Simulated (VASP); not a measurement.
Write the native input for VASP 6.6.1 that does the following.

```yaml
Task: single point
Functional: r2SCAN
Potentials_or_basis: VASP PAW PBE potentials, release 64 (Mo_sv, S)
Cutoff: 520 eV
k_mesh: 9 × 9 × 4
Occupations: gaussian, width 0.01 eV
Spin: no spin polarisation
Dipole_correction: no
Further_INCAR_settings: ALGO = Normal; EDIFF = 1e-06; NBANDS = 20
```

MoS2:

```
Mo S
1.0
     3.17105    0.00000    0.00000
    -1.58553    2.74621    0.00000
     0.00000    0.00000    6.80969
Mo S
1 2
Direct
  0.00000 0.00000 0.00000
  0.33333 0.66667 0.22857
  0.33333 0.66667 0.77143
```

One way to write it, as run:

POSCAR

```
MoS2
1.0
    3.1710519965      0.0000000000      0.0000000000
   -1.5855259982      2.7462115857      0.0000000000
    0.0000000000      0.0000000000      6.8096889090
Mo S
1 2
Direct
    0.0000000000      0.0000000000      0.0000000000
    0.3333333333      0.6666666667      0.2285702679
    0.3333333333      0.6666666667      0.7714297321
```

INCAR.step1

```
ALGO     = Normal         # electronic algorithm
EDIFF    = 1E-4           # SCF threshold, eV
ENCUT    = 520            # plane-wave cutoff, eV
GGA      = PE             # functional
ISMEAR   = 0              # smearing method
LASPH    = True           # aspherical terms in the spheres
LCHARG   = False          # write CHGCAR
LREAL    = False          # projectors in reciprocal space
LWAVE    = True           # write WAVECAR
NBANDS   = 20             # bands
NELM     = 80             # most SCF steps
PREC     = Accurate       # precision mode
SIGMA    = 0.01           # smearing width, eV
```

INCAR.step2

```
ALGO     = Normal         # electronic algorithm
EDIFF    = 1E-6           # SCF threshold, eV
ENCUT    = 520            # plane-wave cutoff, eV
ISIF     = 2              # what is computed and relaxed
ISMEAR   = 0              # smearing method
ISTART   = 1            
LASPH    = True           # aspherical terms in the spheres
LCHARG   = False          # write CHGCAR
LMIXTAU  = True         
LREAL    = False          # projectors in reciprocal space
LWAVE    = False          # write WAVECAR
METAGGA  = R2SCAN         # meta-GGA
NBANDS   = 20             # bands
NELM     = 80             # most SCF steps
PREC     = Accurate       # precision mode
SIGMA    = 0.01           # smearing width, eV
```

KPOINTS

```
k-points
0
Gamma
  9 9 4
```

Potentials or basis: VASP PAW PBE potentials, release 64 (Mo_sv, S).

The run is started by

```bash
$ cat potpaw_PBE.64/Mo_sv/POTCAR potpaw_PBE.64/S/POTCAR > POTCAR
$ cp INCAR.step1 INCAR
$ mpirun -np 1 vasp_std > vasp.out
$ cp INCAR.step2 INCAR
$ mpirun -np 1 vasp_std > vasp.out
```

Results of the run:

```json
{"Pressure": "1.0 GPa", "Largest force": "0.042 eV/Å", "Band gap on the k mesh": "1.36 eV, indirect (least direct gap 1.80 eV)"}
```

Caveat: the PAW data sets were made with another functional, which shifts forces and pressure a little.

It took 100 s on 1 thread of Intel Xeon 6975P-C, on a shared host, peak memory 0.2 GiB.
